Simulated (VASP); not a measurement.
# As in VASP: notebook

The runs below take As through single point, with PBE.

Everything below comes from runs of VASP 6.6.1. Logs are shortened: lines on timing, memory, paths and dates and some standing lists are left out, and cuts for length are marked.

## Step 1: The cell of the first run

The typed cell holds 2 atoms: a = 4.131 Å, b = 4.131 Å, c = 4.131 Å, α = 54.17°, β = 54.17°, γ = 54.17°.

## Step 2: Single point, PBE (atoms moved at random)

INCAR

```
PREC     = Accurate       # precision mode
ENCUT    = 520            # plane-wave cutoff, eV
EDIFF    = 1E-6           # SCF threshold, eV
ISMEAR   = -1             # smearing method
SIGMA    = 0.05           # smearing width, eV
LREAL    = False          # projectors in reciprocal space
LASPH    = True           # aspherical terms in the spheres
NELM     = 100            # most SCF steps
ALGO     = Normal         # electronic algorithm
ISIF     = 2              # what is computed and relaxed
LWAVE    = False          # write WAVECAR
LCHARG   = False          # write CHGCAR
GGA      = PE             # functional
NBANDS   = 12             # bands
```

KPOINTS

```
Automatic mesh
0
Gamma
  9 9 9
```

POSCAR

```
As
1.0
    1.8807968987      1.0858785957      3.5140619945
   -1.8807968987      1.0858785957      3.5140619945
    0.0000000000     -2.1717571915      3.5140619945
As
2
Direct
    0.2118200000      0.2247440000      0.2328240000
    0.7755240000      0.7755010000      0.7681290000
```

Potentials or basis: VASP PAW PBE potentials, release 64 (As).

On the command line:

```
$ cat potpaw_PBE.64/As/POTCAR > POTCAR
$ mpirun -np 1 vasp_std > vasp.out
```

OUTCAR:

```text
PREC = Accurate
   ENCUT = 520
   EDIFF = 1E-6
   ISMEAR = -1
   LREAL = False
   LASPH = True
   NELM = 100
   ISIF = 2
   GGA = PE

 ion  position               nearest neighbor table
   1  0.212  0.225  0.233-   2 2.46   2 2.50   2 2.54
   2  0.776  0.776  0.768-   1 2.46   1 2.50   1 2.54

  LATTYP: Found a trigonal (rhomboedric) cell.
 ALAT       =     4.1310000000
 COS(alpha) =     0.5854247172

  Lattice vectors:

 A1 = (   1.8807968987,   1.0858785957,   3.5140619945)
 A2 = (  -1.8807968987,   1.0858785957,   3.5140619945)
 A3 = (   0.0000000000,  -2.1717571915,   3.5140619945)

Analysis of symmetry for initial positions (statically):
=====================================================================
 Subroutine PRICEL returns:
 Original cell was already a primitive cell.

 Routine SETGRP: Setting up the symmetry group for a
 trigonal (rhombohedral) supercell.

 Subroutine GETGRP returns: Found  2 space group operations
 (whereof  1 operations were pure point group operations)
 out of a pool of 12 trial point group operations.

The static configuration has the point symmetry C_1 .
 The point group associated with its full space group is S_2 .

Analysis of symmetry for dynamics (positions and initial velocities):
=====================================================================
 Subroutine PRICEL returns:
 Original cell was already a primitive cell.

 Routine SETGRP: Setting up the symmetry group for a
 trigonal (rhombohedral) supercell.

 Subroutine GETGRP returns: Found  2 space group operations
 (whereof  1 operations were pure point group operations)
 out of a pool of 12 trial point group operations.

The dynamic configuration has the point symmetry C_1 .
 The point group associated with its full space group is S_2 .

 Subroutine INISYM returns: Found  2 space group operations
 (whereof  1 operations are pure point group operations),
 and found     1 'primitive' translations

----------------------------------------------------------------------------------------

                                     Primitive cell

  volume of cell :      43.0610

  direct lattice vectors                    reciprocal lattice vectors
     1.880796899  1.085878596  3.514061995     0.265844760  0.153485544  0.094856987
    -1.880796899  1.085878596  3.514061995    -0.265844760  0.153485544  0.094856987
     0.000000000 -2.171757191  3.514061995     0.000000000 -0.306971087  0.094856987

  length of vectors
     4.131000000  4.131000000  4.131000000     0.321292852  0.321292852  0.321292852

  position of ions in fractional coordinates (direct lattice)
     0.211820000  0.224744000  0.232824000
     0.775524000  0.775501000  0.768129000

  ion indices of the primitive-cell ions
   primitive index   ion index
                 1           1
                 2           2

----------------------------------------------------------------------------------------

 KPOINTS: Automatic mesh

Automatic generation of k-mesh.
 Grid dimensions read from file:
 generate k-points for:    9    9    9

 Generating k-lattice:

  Cartesian coordinates                     Fractional coordinates (reciprocal lattice)
     0.029538307  0.017053949  0.010539665     0.111111111  0.000000000 -0.000000000
    -0.029538307  0.017053949  0.010539665     0.000000000  0.111111111 -0.000000000
     0.000000000 -0.034107899  0.010539665    -0.000000000 -0.000000000  0.111111111

  Length of vectors
     0.035699206  0.035699206  0.035699206

  Shift w.r.t. Gamma in fractional coordinates (k-lattice)
     0.000000000  0.000000000  0.000000000

 Subroutine IBZKPT returns following result:
 ===========================================

 Found    365 irreducible k-points:

 Following reciprocal coordinates:
            Coordinates               Weight
  0.000000  0.000000  0.000000      1.000000
  0.111111 -0.000000 -0.000000      2.000000
 -0.000000  0.111111 -0.000000      2.000000
 -0.000000 -0.000000  0.111111      2.000000
  0.222222 -0.000000 -0.000000      2.000000
 -0.000000  0.222222 -0.000000      2.000000
[... 16 lines left out ...]
  0.333333  0.111111 -0.000000      2.000000
 -0.333333  0.000000 -0.111111      2.000000
 [... further k-points ...]
   k-points           NKPTS =    365   k-points in BZ     NKDIM =    365   number of bands    NBANDS=     12
   number of dos      NEDOS =    301   number of ions     NIONS =      2
   total plane-waves  NPLWV =  32768
   dimension x,y,z NGX =    32 NGY =   32 NGZ =   32
   dimension x,y,z NGXF=    64 NGYF=   64 NGZF=   64
   ions per type =               2
   NGX,Y,Z   is equivalent  to a cutoff of  12.88, 12.88, 12.88 a.u.
   NGXF,Y,Z  is equivalent  to a cutoff of  25.76, 25.76, 25.76 a.u.
 SYSTEM =  unknown system
   PREC   = accura    normal or accurate (medium, high low for compatibility)
   ISTART =      0    job   : 0-new  1-cont  2-samecut
   ICHARG =      2    charge: 1-file 2-atom 10-const
   ISPIN  =      1    spin polarized calculation?
   LNONCOLLINEAR =      F non collinear calculations
   LSORBIT =      F    spin-orbit coupling
   LASPH  =      T    aspherical Exc in radial PAW
   ENCUT  =  520.0 eV  38.22 Ry    6.18 a.u.   7.68  7.68  7.68*2*pi/ulx,y,z
   NELM   =    100;   NELMIN=  2; NELMDL= -5     # of ELM steps
   EDIFF  = 0.1E-05   stopping-criterion for ELM
   LREAL  =      F    real-space projection
   EDIFFG = 0.1E-04   stopping-criterion for IOM
   NSW    =      0    number of steps for IOM
   IBRION =     -1    ionic relax: 0-MD 1-quasi-New 2-CG
   NFREE  =      0    steps in history (QN), initial steepest desc. (CG)
   ISIF   =      2    stress and relaxation
   ISYM   =      2    0-nonsym 1-usesym 2-fastsym
   POTIM  = 0.5000    time-step for ionic-motion
   TEBEG  =    0.0;   TEEND  =   0.0 temperature during run
   PSTRESS=    0.0 pullay stress
   NELECT =      10.0000    total number of electrons
   NUPDOWN=      -1.0000    fix difference up-down
   EMIN   =  10.00;   EMAX   =-10.00  energy-range for DOS
   EFERMI =   0.00;   METHOD = LEGACY
   ISMEAR =    -1;   SIGMA  =   0.05  broadening in eV -4-tet -1-fermi 0-gaus
   EFERMI_NEDOS =   21; number of points for ismear=-14 and -15
   IALGO  =     38    algorithm
   IMIX   =      4    mixing-type and parameters
     AMIX     =   0.40;   BMIX     =  1.00
     AMIX_MAG =   1.60;   BMIX_MAG =  1.00
  volume/ion in A,a.u.               =      21.53       145.29
  Fermi-wavevector in a.u.,A,eV,Ry     =   1.006268  1.901570 13.776916  1.012575
  Thomas-Fermi vector in A             =   2.138999
   LORBIT       =      0    0 simple, 1 ext, 2 COOP (PROOUT), +10 PAW based schemes
   GGA     = PE    functional components
   LHFCALC =     F    Hartree Fock is set to
   AEXX    =    0.0000 exact exchange contribution
   IVDW    =     0    specifies the selected vdW correction
   LEPSILON=     F    determine dielectric tensor
   LRPA    =     F    only Hartree local field effects (RPA)
 non-spin polarized calculation
  energy-cutoff  :      520.00
  volume of cell :       43.06
 maximum number of plane-waves:      1171
   NGX = 15   NGY = 15   NGZ = 15

 number of electron      10.0000000 magnetization

 Free energy of the ion-electron system (eV)
  ---------------------------------------------------
  ext. energy  EPLUGINS =         0.00000000
  ---------------------------------------------------
  free energy    TOTEN  =        -9.30206178 eV

  energy without entropy =       -9.30040272  energy(sigma->0) =       -9.30123225

 E-fermi :   5.4612     XC(G=0):  -9.9577

 val. band max:        5.4515332653   @ k =   0.3333   0.4444   0.3333
 cond. band min:       5.5047098491   @ k =   0.3333   0.3333   0.4444
 fundamental gap:      0.0531765838
 Fermi energy:         5.4612407878

 k-point     1 :       0.0000    0.0000    0.0000
  band No.  band energies     occupation
      1      -9.6466      2.00000
      2      -0.2901      2.00000
      3       3.0230      2.00000
      4       3.2400      2.00000
      5       3.5261      2.00000
      6       6.9264      0.00000
      7       8.1116      0.00000
      8       8.5582      0.00000
      9      12.2426      0.00000
     10      12.5350      0.00000
     11      12.9969      0.00000
     12      14.2155      0.00000

 k-point     2 :       0.1111   -0.0000   -0.0000
  band No.  band energies     occupation
      1      -9.4833      2.00000
      2      -0.8602      2.00000
      3       3.0859      2.00000
      4       3.1015      2.00000
      5       3.4318      2.00000
      6       7.2230      0.00000
      7       7.8889      0.00000
      8       8.4192      0.00000
      9      11.4984      0.00000
     10      12.1529      0.00000
     11      12.2543      0.00000
     12      15.2111      0.00000

 k-point     3 :      -0.0000    0.1111   -0.0000
  band No.  band energies     occupation
      1      -9.4815      2.00000
      2      -0.8773      2.00000
      3       2.9977      2.00000
      4       3.1556      2.00000
      5       3.4877      2.00000
      6       7.2196      0.00000
      7       7.9863      0.00000
      8       8.3454      0.00000
      9      11.4227      0.00000
     10      12.2034      0.00000
     11      12.2450      0.00000
     12      15.2336      0.00000
[... 286 lines left out ...]
 k-point    23 :       0.3333    0.1111   -0.0000
  band No.  band energies     occupation
      1      -8.4257      2.00000
      2      -3.2685      2.00000
      3       1.9285      2.00000
      4       2.1773      2.00000
      5       4.4160      2.00000
      6       6.4850      0.00000
      7       7.8621      0.00000
      8       8.0665      0.00000
      9      11.0749      0.00000
     10      13.4139      0.00000
     11      14.5975      0.00000
     12      17.3095      0.00000

 k-point    24 :      -0.3333    0.0000   -0.1111
  band No.  band energies     occupation
      1      -8.4371      2.00000
      2      -3.2216      2.00000
      3       1.8901      2.00000
      4       2.1456      2.00000
      5       4.4817      2.00000
      6       6.3962      0.00000
      7       7.8189      0.00000
      8       8.1814      0.00000
      9      11.0078      0.00000
     10      13.3633      0.00000
     11      14.7220      0.00000
     12      17.3390      0.00000

 [... further k-points ...]
[... 5 lines left out ...]
  --------------------------------------------------------------------------------------
  -------------------------------------------------------------------------------------
  Total        1.1435644      1.4782335      1.1327330     -0.0664022      0.3694731      0.1714898
  in kB       42.5488065     55.0008975     42.1458000     -2.4706386     13.7470524      6.3806518
  external PRESSURE =      46.5651680 kB  Pullay stress =       0.0000000 kB

 VOLUME and BASIS-vectors are now :
 -----------------------------------------------------------------------------
  energy-cutoff  :      520.00
  volume of cell :       43.06
      direct lattice vectors                 reciprocal lattice vectors
     1.880796899  1.085878596  3.514061995     0.265844760  0.153485544  0.094856987
    -1.880796899  1.085878596  3.514061995    -0.265844760  0.153485544  0.094856987
     0.000000000 -2.171757191  3.514061995     0.000000000 -0.306971087  0.094856987

 POSITION                                       TOTAL-FORCE (eV/Angst)
 -----------------------------------------------------------------------------------
     -0.02431     -0.03158      2.35227         0.133277      0.298565      0.706604
      0.00004      0.01604      8.14965        -0.133277     -0.298565     -0.706604
 -----------------------------------------------------------------------------------
    total drift:                               -0.000000      0.000000     -0.000000

  FREE ENERGIE OF THE ION-ELECTRON SYSTEM (eV)
  ---------------------------------------------------
  free  energy   TOTEN  =        -9.3020617804 eV

  energy  without entropy=       -9.3004027249  energy(sigma->0) =       -9.30123225
```

Run time: 64 s. Hardware: 1 thread of Intel Xeon Platinum 8559C (Emerald Rapids), shared host; peak memory 0.29 GiB.

What came out:

```yaml
Free_energy: -9.3021 eV
Pressure: 4.7 GPa
Largest_force: 0.779 eV/Å
Band_gap_on_the_k_mesh: zero (band 5 reaches 5.50 eV, above the bottom of band 6 at 5.38 eV)
```

Forces on the atoms (eV/Å):
```
As   0.133  0.299  0.707
As  -0.133 -0.299 -0.707
```

Stress tensor (GPa, compression positive):
```
 4.25 -0.25  0.64
-0.25  5.50  1.37
 0.64  1.37  4.21
```

Levels at points of the mesh, in eV from the Fermi level:
```csv
k point,band 2,band 3,band 4,band 5,band 6,band 7,band 8,band 9
"(0.00, 0.00, 0.00)",-5.75,-2.44,-2.22,-1.94,1.47,2.65,3.10,6.78
```

Caveat: the cell differs from its parent crystal (atoms moved at random).

(Part 1 of 2 ends here.)
